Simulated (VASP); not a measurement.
# Ta (Cmcm) in VASP: a series of runs

The runs below take Ta through single point, with PBEsol.

All numbers are computed with VASP 6.6.1; they aren't measurements. Logs are shortened: lines on timing, memory, paths and dates and some standing lists are left out, and cuts for length are marked.

### Step 1. The cell of the first run

The structure is orthorhombic, space group Cmcm (No. 63). The conventional cell has a = 2.900 Å, b = 5.024 Å, c = 5.166 Å, α = 90.00°, β = 90.00°, γ = 90.00°. Within 3.8 Å of Ta (site symmetry m2m) lie 12 Ta at 2.90 to 3.15 Å.

### Step 2. Single point, PBEsol (atom 1 (Ta) moved by (-0.225, +0.000) A along y and z)

Contents of INCAR:

```
PREC = Accurate
ENCUT = 520
EDIFF = 1E-7
ISMEAR = 0
SIGMA = 0.15
LREAL = False
LASPH = True
NELM = 80
ALGO = Fast
ISIF = 2
LWAVE = False
LCHARG = True
GGA = PS
LELF = True
LVHAR = True
NBANDS = 18
```

Contents of KPOINTS:

```
Automatic mesh
0
Gamma
  18 18 10
```

Contents of POSCAR:

```
Ta
1.0
    2.9003720726      0.0000000000      0.0000000000
   -1.4501860363      2.5117958953      0.0000000000
    0.0000000000      0.0000000000      5.1662740000
Ta
2
Direct
    0.6218779957      0.2437559913      0.7500000000
    0.3333333333      0.6666666667      0.2500000000
```

Potentials or basis: VASP PAW PBE potentials, release 64 (Ta_pv).

Command:

```sh
> cat potpaw_PBE.64/Ta_pv/POTCAR > POTCAR
> mpirun -np 1 vasp_std > vasp.out
```

OUTCAR:

```text
PREC = Accurate
   ENCUT = 520
   EDIFF = 1E-7
   ISMEAR = 0
   LREAL = False
   LASPH = True
   NELM = 80
   ISIF = 2
   GGA = PS

 ion  position               nearest neighbor table
   1  0.622  0.244  0.750-   2 2.96   2 2.96   2 3.15   2 3.15   2 3.15   2 3.15
   2  0.333  0.667  0.250-   1 2.96   1 2.96   1 3.15   1 3.15   1 3.15   1 3.15

  LATTYP: Found a hexagonal cell.
 ALAT       =     2.9003720726
 C/A-ratio  =     1.7812452577

  Lattice vectors:

 A1 = (   2.9003720726,   0.0000000000,   0.0000000000)
 A2 = (  -1.4501860363,   2.5117958953,   0.0000000000)
 A3 = (   0.0000000000,   0.0000000000,   5.1662740000)

Analysis of symmetry for initial positions (statically):
=====================================================================
 Subroutine PRICEL returns:
 Original cell was already a primitive cell.

 Routine SETGRP: Setting up the symmetry group for a
 hexagonal supercell.

 Subroutine GETGRP returns: Found  8 space group operations
 (whereof  2 operations were pure point group operations)
 out of a pool of 24 trial point group operations.

The static configuration has the point symmetry C_1h.
 The point group associated with its full space group is D_2h.

Analysis of symmetry for dynamics (positions and initial velocities):
=====================================================================
 Subroutine PRICEL returns:
 Original cell was already a primitive cell.

 Routine SETGRP: Setting up the symmetry group for a
 hexagonal supercell.

 Subroutine GETGRP returns: Found  8 space group operations
 (whereof  2 operations were pure point group operations)
 out of a pool of 24 trial point group operations.

The dynamic configuration has the point symmetry C_1h.
 The point group associated with its full space group is D_2h.

 Subroutine INISYM returns: Found  8 space group operations
 (whereof  2 operations are pure point group operations),
 and found     1 'primitive' translations

----------------------------------------------------------------------------------------

                                     Primitive cell

  volume of cell :      37.6370

  direct lattice vectors                    reciprocal lattice vectors
     2.900372073  0.000000000  0.000000000     0.344783350  0.199060760  0.000000000
    -1.450186036  2.511795895  0.000000000     0.000000000  0.398121520  0.000000000
     0.000000000  0.000000000  5.166274000     0.000000000  0.000000000  0.193563098

  length of vectors
     2.900372073  2.900372073  5.166274000     0.398121520  0.398121520  0.193563098

  position of ions in fractional coordinates (direct lattice)
     0.621877996  0.243755991  0.750000000
     0.333333333  0.666666667  0.250000000

  ion indices of the primitive-cell ions
   primitive index   ion index
                 1           1
                 2           2

----------------------------------------------------------------------------------------

 KPOINTS: Automatic mesh

Automatic generation of k-mesh.
 Grid dimensions read from file:
 generate k-points for:   18   18   10

 Generating k-lattice:

  Cartesian coordinates                     Fractional coordinates (reciprocal lattice)
     0.019154631  0.011058931  0.000000000     0.055555556  0.000000000  0.000000000
     0.000000000  0.022117862  0.000000000     0.000000000  0.055555556  0.000000000
     0.000000000  0.000000000  0.019356310     0.000000000  0.000000000  0.100000000

  Length of vectors
     0.022117862  0.022117862  0.019356310

  Shift w.r.t. Gamma in fractional coordinates (k-lattice)
     0.000000000  0.000000000  0.000000000

 Subroutine IBZKPT returns following result:
 ===========================================

 Found    546 irreducible k-points:

 Following reciprocal coordinates:
            Coordinates               Weight
  0.000000  0.000000  0.000000      1.000000
  0.055556  0.000000  0.000000      4.000000
  0.000000  0.055556  0.000000      2.000000
  0.111111  0.000000  0.000000      4.000000
  0.000000  0.111111  0.000000      2.000000
  0.166667  0.000000  0.000000      4.000000
[... 16 lines left out ...]
 -0.055556  0.166667  0.000000      4.000000
 -0.166667  0.111111  0.000000      4.000000
 [... further k-points ...]
   k-points           NKPTS =    546   k-points in BZ     NKDIM =    546   number of bands    NBANDS=     18
   number of dos      NEDOS =    301   number of ions     NIONS =      2
   total plane-waves  NPLWV =  23040
   dimension x,y,z NGX =    24 NGY =   24 NGZ =   40
   dimension x,y,z NGXF=    48 NGYF=   48 NGZF=   80
   ions per type =               2
   NGX,Y,Z   is equivalent  to a cutoff of  13.76, 13.76, 12.87 a.u.
   NGXF,Y,Z  is equivalent  to a cutoff of  27.51, 27.51, 25.74 a.u.
 SYSTEM =  unknown system
   PREC   = accura    normal or accurate (medium, high low for compatibility)
   ISTART =      0    job   : 0-new  1-cont  2-samecut
   ICHARG =      2    charge: 1-file 2-atom 10-const
   ISPIN  =      1    spin polarized calculation?
   LNONCOLLINEAR =      F non collinear calculations
   LSORBIT =      F    spin-orbit coupling
   LASPH  =      T    aspherical Exc in radial PAW
   ENCUT  =  520.0 eV  38.22 Ry    6.18 a.u.   5.39  5.39  9.61*2*pi/ulx,y,z
   NELM   =     80;   NELMIN=  2; NELMDL= -5     # of ELM steps
   EDIFF  = 0.1E-06   stopping-criterion for ELM
   LREAL  =      F    real-space projection
   EDIFFG = 0.1E-05   stopping-criterion for IOM
   NSW    =      0    number of steps for IOM
   IBRION =     -1    ionic relax: 0-MD 1-quasi-New 2-CG
   NFREE  =      0    steps in history (QN), initial steepest desc. (CG)
   ISIF   =      2    stress and relaxation
   ISYM   =      2    0-nonsym 1-usesym 2-fastsym
   POTIM  = 0.5000    time-step for ionic-motion
   TEBEG  =    0.0;   TEEND  =   0.0 temperature during run
   PSTRESS=    0.0 pullay stress
   NELECT =      22.0000    total number of electrons
   NUPDOWN=      -1.0000    fix difference up-down
   EMIN   =  10.00;   EMAX   =-10.00  energy-range for DOS
   EFERMI =   0.00;   METHOD = LEGACY
   ISMEAR =     0;   SIGMA  =   0.15  broadening in eV -4-tet -1-fermi 0-gaus
   EFERMI_NEDOS =   21; number of points for ismear=-14 and -15
   IALGO  =     68    algorithm
   IMIX   =      4    mixing-type and parameters
     AMIX     =   0.40;   BMIX     =  1.00
     AMIX_MAG =   1.60;   BMIX_MAG =  1.00
  volume/ion in A,a.u.               =      18.82       126.99
  Fermi-wavevector in a.u.,A,eV,Ry     =   1.368812  2.586680 25.492516  1.873647
  Thomas-Fermi vector in A             =   2.494743
   LORBIT       =      0    0 simple, 1 ext, 2 COOP (PROOUT), +10 PAW based schemes
   GGA     = PS    functional components
   LHFCALC =     F    Hartree Fock is set to
   AEXX    =    0.0000 exact exchange contribution
   IVDW    =     0    specifies the selected vdW correction
   LEPSILON=     F    determine dielectric tensor
   LRPA    =     F    only Hartree local field effects (RPA)
 non-spin polarized calculation
 RMM-DIIS sequential band-by-band and
 Gauss-broadening in eV      SIGMA  =   0.15
  energy-cutoff  :      520.00
  volume of cell :       37.64
 maximum number of plane-waves:      1039
 NGX is ok and might be reduce to    24
   NGX = 11   NGY = 11   NGZ = 19

 number of electron      22.0000003 magnetization

 Free energy of the ion-electron system (eV)
  ---------------------------------------------------
  ext. energy  EPLUGINS =         0.00000000
  ---------------------------------------------------
  free energy    TOTEN  =       -24.50982520 eV

  energy without entropy =      -24.48071635  energy(sigma->0) =      -24.49527078

 E-fermi :   5.3738     XC(G=0): -12.4920

 val. band max:        5.3722173467   @ k =  -0.2222   0.1667   0.4000
 cond. band min:       5.3740336727   @ k =   0.2222   0.0556   0.4000
 fundamental gap:      0.0018163260
 Fermi energy:         5.3738384266

 k-point     1 :       0.0000    0.0000    0.0000
  band No.  band energies     occupation
      1     -29.1538      2.00000
      2     -28.3113      2.00000
      3     -28.1950      2.00000
      4     -28.1880      2.00000
      5     -28.1512      2.00000
      6     -28.0798      2.00000
[... 10 lines left out ...]
     17       9.8598      0.00000
     18      10.9701      0.00000

 k-point     2 :       0.0556    0.0000    0.0000
  band No.  band energies     occupation
      1     -29.1445      2.00000
      2     -28.3117      2.00000
      3     -28.2235      2.00000
      4     -28.2012      2.00000
      5     -28.1776      2.00000
      6     -28.0917      2.00000
[... 10 lines left out ...]
     17      10.0818      0.00000
     18      11.0766      0.00000

 k-point     3 :       0.0000    0.0556    0.0000
  band No.  band energies     occupation
      1     -29.1431      2.00000
      2     -28.3132      2.00000
      3     -28.2266      2.00000
      4     -28.1989      2.00000
      5     -28.1551      2.00000
      6     -28.1136      2.00000
[... 10 lines left out ...]
     17      10.0047      0.00000
     18      11.1951      0.00000

 k-point     4 :       0.1111    0.0000    0.0000
  band No.  band energies     occupation
      1     -29.1176      2.00000
      2     -28.3181      2.00000
      3     -28.3132      2.00000
      4     -28.2628      2.00000
      5     -28.2246      2.00000
      6     -28.1167      2.00000
[... 375 lines left out ...]
      4     -28.3195      2.00000
      5     -28.2424      2.00000
      6     -28.1583      2.00000
[... 10 lines left out ...]
     17      10.3013      0.00000
     18      12.1238      0.00000

 k-point    23 :      -0.0556    0.1667    0.0000
  band No.  band energies     occupation
      1     -29.0833      2.00000
      2     -28.3954      2.00000
      3     -28.3242      2.00000
      4     -28.3193      2.00000
      5     -28.2375      2.00000
      6     -28.1834      2.00000
[... 10 lines left out ...]
     17      10.3244      0.00000
     18      12.2879      0.00000

 k-point    24 :      -0.1667    0.1111    0.0000
  band No.  band energies     occupation
      1     -29.0943      2.00000
      2     -28.3963      2.00000
      3     -28.3649      2.00000
      4     -28.3123      2.00000
      5     -28.2418      2.00000
      6     -28.1312      2.00000
[... 10 lines left out ...]
     17      10.9638      0.00000
     18      11.4813      0.00000

 [... further k-points ...]

------------------------ aborting loop because EDIFF is reached ----------------------------------------

  FORCE on cell =-STRESS in cart. coord.  units (eV):
  Direction    XX          YY          ZZ          XY          YZ          ZX
  --------------------------------------------------------------------------------------
  -------------------------------------------------------------------------------------
  Total       -2.4822754     -0.4743358     -1.8949776     -0.0000000      0.0000000      0.0000000
  in kB     -105.6683812    -20.1920788    -80.6676070     -0.0000000      0.0000000      0.0000000
  external PRESSURE =     -68.8426890 kB  Pullay stress =       0.0000000 kB

 VOLUME and BASIS-vectors are now :
 -----------------------------------------------------------------------------
  energy-cutoff  :      520.00
  volume of cell :       37.64
      direct lattice vectors                 reciprocal lattice vectors
     2.900372073  0.000000000  0.000000000     0.344783350  0.199060760  0.000000000
    -1.450186036  2.511795895  0.000000000     0.000000000  0.398121520  0.000000000
     0.000000000  0.000000000  5.166274000     0.000000000  0.000000000  0.193563098

 POSITION                                       TOTAL-FORCE (eV/Angst)
 -----------------------------------------------------------------------------------
      1.45019      0.61227      3.87471        -0.000000     -0.051453      0.000000
     -0.00000      1.67453      1.29157         0.000000      0.051453      0.000000
 -----------------------------------------------------------------------------------
    total drift:                                0.000000      0.000004      0.000000

  FREE ENERGIE OF THE ION-ELECTRON SYSTEM (eV)
  ---------------------------------------------------
  free  energy   TOTEN  =       -24.5098251997 eV

  energy  without entropy=      -24.4807163506  energy(sigma->0) =      -24.49527078
```

Wall time 5.2 min (1 thread of Intel Xeon 6975P-C (Granite Rapids), shared host); peak memory 0.4 GiB.

Results:

- Free energy: -24.5098 eV
- Pressure: -6.9 GPa
- Largest force: 0.051 eV/Å
- Band gap on the k mesh: zero (bands 11 and 12 overlap by 2.63 eV)

Forces in eV/Å, atoms in the order of the input:
```
Ta   0.000 -0.051  0.000
Ta   0.000  0.051  0.000
```

Stress tensor (GPa, compression positive):
```
-10.57   0.00   0.00
  0.00  -2.02   0.00
  0.00   0.00  -8.07
```

Levels at points of the mesh, in eV from the Fermi level:
| k point | band 8 | band 9 | band 10 | band 11 | band 12 | band 13 | band 14 | band 15 |
| --- | --- | --- | --- | --- | --- | --- | --- | --- |
| (0.00, 0.00, 0.00) | -4.86 | -0.68 | -0.08 | 0.54 | 0.75 | 1.02 | 1.36 | 2.62 |
| (0.50, 0.00, 0.00) | -3.73 | -3.52 | -0.27 | 0.11 | 0.44 | 0.95 | 5.21 | 6.49 |
| (0.00, 0.50, 0.00) | -3.69 | -2.77 | -1.23 | -0.76 | 0.41 | 0.94 | 5.44 | 6.33 |
| (0.00, 0.00, 0.50) | -6.33 | -1.17 | -1.17 | 0.61 | 0.61 | 0.77 | 0.77 | 4.20 |
| (0.50, 0.00, 0.50) | -4.20 | -2.32 | -2.32 | 1.32 | 1.32 | 2.73 | 2.73 | 5.53 |
| (0.00, 0.50, 0.50) | -4.43 | -2.27 | -2.27 | 1.70 | 1.70 | 2.62 | 2.62 | 5.71 |

Caveat: the cell differs from its parent crystal (atom 1 (Ta) moved by (-0.225, +0.000) A along y and z); the cell stands under tension; the PAW data sets were made with another functional, which shifts forces and pressure a little; spin-orbit coupling is left out, which moves the levels of the heavy elements.

### Step 3. Single point, PBEsol (atom 1 (Ta) moved by (+0.225, +0.000) A along y and z)

Contents of INCAR:

```
PREC = Accurate
ENCUT = 520
EDIFF = 1E-6
ISMEAR = 0
SIGMA = 0.15
LREAL = F
LASPH = T
NELM = 80
ALGO = Fast
ISIF = 2
LWAVE = F
LCHARG = F
GGA = PS
NBANDS = 18
```

KPOINTS is that of step 2.

Changes to POSCAR since step 2:

```diff
@@ -8,3 +8,3 @@
 Direct
-    0.6218779957      0.2437559913      0.7500000000
+    0.7114553377      0.4229106754      0.7500000000
     0.3333333333      0.6666666667      0.2500000000
```

Potentials or basis: VASP PAW PBE potentials, release 64 (Ta_pv).

Command:

```sh
> cat potpaw_PBE.64/Ta_pv/POTCAR > POTCAR
> mpirun -np 1 vasp_std > vasp.out
```

OUTCAR:

```text
PREC = Accurate
   ENCUT = 520
   EDIFF = 1E-6
   ISMEAR = 0
   LREAL = F
   LASPH = T
   NELM = 80
   ISIF = 2
   GGA = PS

 ion  position               nearest neighbor table
   1  0.711  0.423  0.750-   2 3.02   2 3.02   2 3.02   2 3.02   2 3.21   2 3.21
   2  0.333  0.667  0.250-   1 3.02   1 3.02   1 3.02   1 3.02   1 3.21   1 3.21

  LATTYP: Found a hexagonal cell.
 ALAT       =     2.9003720726
 C/A-ratio  =     1.7812452577

  Lattice vectors:

 A1 = (   2.9003720726,   0.0000000000,   0.0000000000)
 A2 = (  -1.4501860363,   2.5117958953,   0.0000000000)
 A3 = (   0.0000000000,   0.0000000000,   5.1662740000)

Analysis of symmetry for initial positions (statically):
=====================================================================
 Subroutine PRICEL returns:
 Original cell was already a primitive cell.

 Routine SETGRP: Setting up the symmetry group for a
 hexagonal supercell.

 Subroutine GETGRP returns: Found  8 space group operations
 (whereof  2 operations were pure point group operations)
 out of a pool of 24 trial point group operations.

[... 162 lines left out ...]
  free energy    TOTEN  =       -24.53598495 eV

  energy without entropy =      -24.50510315  energy(sigma->0) =      -24.52054405

 E-fermi :   5.3544     XC(G=0): -12.4928

 val. band max:        5.3530387407   @ k =   0.3889   0.2222   0.3000
 cond. band min:       5.3564428629   @ k =  -0.1111   0.5000   0.4000
 fundamental gap:      0.0034041222
 Fermi energy:         5.3544494470

 k-point     1 :       0.0000    0.0000    0.0000
  band No.  band energies     occupation
      1     -29.1469      2.00000
      2     -28.3138      2.00000
      3     -28.2076      2.00000
      4     -28.1848      2.00000
      5     -28.1510      2.00000
      6     -28.0855      2.00000
[... 481 lines left out ...]
      5     -28.2394      2.00000
      6     -28.1884      2.00000
[... 10 lines left out ...]
     17      10.0612      0.00000
     18      12.4530      0.00000

 [... further k-points ...]

------------------------ aborting loop because EDIFF is reached ----------------------------------------

  FORCE on cell =-STRESS in cart. coord.  units (eV):
  Direction    XX          YY          ZZ          XY          YZ          ZX
  --------------------------------------------------------------------------------------
  -------------------------------------------------------------------------------------
  Total       -0.5717245     -2.4546098     -1.9304313      0.0000000      0.0000000      0.0000000
  in kB      -24.3378318   -104.4906791    -82.1768382      0.0000000      0.0000000      0.0000000
  external PRESSURE =     -70.3351164 kB  Pullay stress =       0.0000000 kB

 VOLUME and BASIS-vectors are now :
 -----------------------------------------------------------------------------
  energy-cutoff  :      520.00
  volume of cell :       37.64
      direct lattice vectors                 reciprocal lattice vectors
     2.900372073  0.000000000  0.000000000     0.344783350  0.199060760  0.000000000
    -1.450186036  2.511795895  0.000000000     0.000000000  0.398121520  0.000000000
     0.000000000  0.000000000  5.166274000     0.000000000  0.000000000  0.193563098

 POSITION                                       TOTAL-FORCE (eV/Angst)
 -----------------------------------------------------------------------------------
      1.45019      1.06227      3.87471        -0.000000      0.366552     -0.000000
     -0.00000      1.67453      1.29157         0.000000     -0.366552      0.000000
 -----------------------------------------------------------------------------------
    total drift:                               -0.000000     -0.000003     -0.000000

  FREE ENERGIE OF THE ION-ELECTRON SYSTEM (eV)
  ---------------------------------------------------
  free  energy   TOTEN  =       -24.5359849509 eV

  energy  without entropy=      -24.5051031549  energy(sigma->0) =      -24.52054405
```

It took 4.5 min on 1 thread of Intel Xeon 6975P-C (Granite Rapids), shared host; peak memory 0.4 GiB.

Results:

- Free energy: -24.5360 eV
- Pressure: -7.0 GPa
- Largest force: 0.367 eV/Å
- Band gap on the k mesh: zero (bands 11 and 12 overlap by 2.47 eV)

Forces on the atoms (eV/Å):
```
Ta   0.000  0.367  0.000
Ta   0.000 -0.367  0.000
```

Stress tensor (GPa, compression positive):
```
 -2.43   0.00   0.00
  0.00 -10.45   0.00
  0.00   0.00  -8.22
```

Levels at points of the mesh, in eV from the Fermi level:
```
           k point  band 9  band 10  band 11  band 12  band 13  band 14
(0.00, 0.00, 0.00)   -0.65    -0.06     0.52     0.78     1.11     1.35
(0.50, 0.00, 0.00)   -3.02    -0.80    -0.55     0.36     1.06     5.15
(0.00, 0.50, 0.00)   -3.68    -0.12     0.64     0.66     0.77     5.66
(0.00, 0.00, 0.50)   -1.14    -1.14     0.66     0.66     0.76     0.76
(0.50, 0.00, 0.50)   -2.28    -2.28     1.61     1.61     2.73     2.73
(0.00, 0.50, 0.50)   -2.30    -2.30     1.27     1.27     2.59     2.59
```

Caveat: the cell differs from its parent crystal (atom 1 (Ta) moved by (+0.225, +0.000) A along y and z); the cell stands under tension; the PAW data sets were made with another functional, which shifts forces and pressure a little; spin-orbit coupling is left out, which moves the levels of the heavy elements.
